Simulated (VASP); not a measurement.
Input of a VASP 6.6.1 run:

Contents of INCAR:

```
ALGO = Normal
EDIFF = 1E-7
EDIFFG = -0.04
ENCUT = 600
GGA = PE
GGA_COMPAT = F
IBRION = 2
ISIF = 3
ISMEAR = 0
LASPH = T
LCHARG = F
LREAL = F
LWAVE = F
NELM = 120
NELMIN = 4
NSW = 90
PREC = Accurate
SIGMA = 0.1
```

KPOINTS

```
k-points
0
Gamma
  4 4 8
```

File POSCAR:

```
AsHF
1.0
    4.5820302300      0.0000000000      0.0000000000
    0.0000000000      4.5820302300      0.0000000000
    0.0000000000      0.0000000000      2.0927308900
H As F
1 1 1
Direct
    0.0000000000      0.0000000000      0.0000000000
    0.5000000000      0.5000000000      0.5000000000
    0.0000000000      0.0000000000      0.5000000000
```

Potentials or basis: VASP PAW PBE potentials, release 64 (H, As, F).

Launch:

```bash
$ cat potpaw_PBE.64/H/POTCAR potpaw_PBE.64/As/POTCAR potpaw_PBE.64/F/POTCAR > POTCAR
$ mpirun -np 1 vasp_std > vasp.out
```

**Question.** Estimate the space group after relaxing (to 0.1 Å).

**Answer.** P4/mmm (No. 123).

**Question.** What does it give for the band gap on the k mesh?

**Answer.** Zero (an odd number of electrons rules out a gap without spin polarisation).

**Question.** What does it give for the relaxed cell?

**Answer.** a = 5.161 Å, b = 5.161 Å, c = 2.320 Å, α = 90.00°, β = 90.00°, γ = 90.00°.

**Question.** Estimate the relaxed volume.

**Answer.** 20.60 Å³/atom.

Step by step:
```tsv
step	energy change (eV)	largest force (eV/Å)	pressure (GPa)	volume (Å³)
1	0.0000	0.0000	23.38	43.94
2	0.0542	0.0000	-10.99	57.99
3	-0.9396	0.0000	-0.11	50.22
4	-0.9492	0.0000	1.36	49.66
5	-0.9495	0.0000	1.72	49.53
6	-0.9684	0.0000	1.48	50.72
7	-1.0095	0.0000	0.97	54.34
8	-1.0382	0.0000	0.29	61.97
9	-1.0383	0.0000	0.32	61.56
10	-1.0294	0.0000	-1.43	62.89
11	-1.0387	0.0000	0.00	61.80
```

Caveat: the k points lie up to 0.34 Å⁻¹ apart in the final cell, too coarse for converged energies and pressures of a metal; the volume moved by over 15 % at a fixed basis, so the end points are rough; an odd number of electrons without spin polarisation forces a metal; a magnetic or distorted state may lie lower.
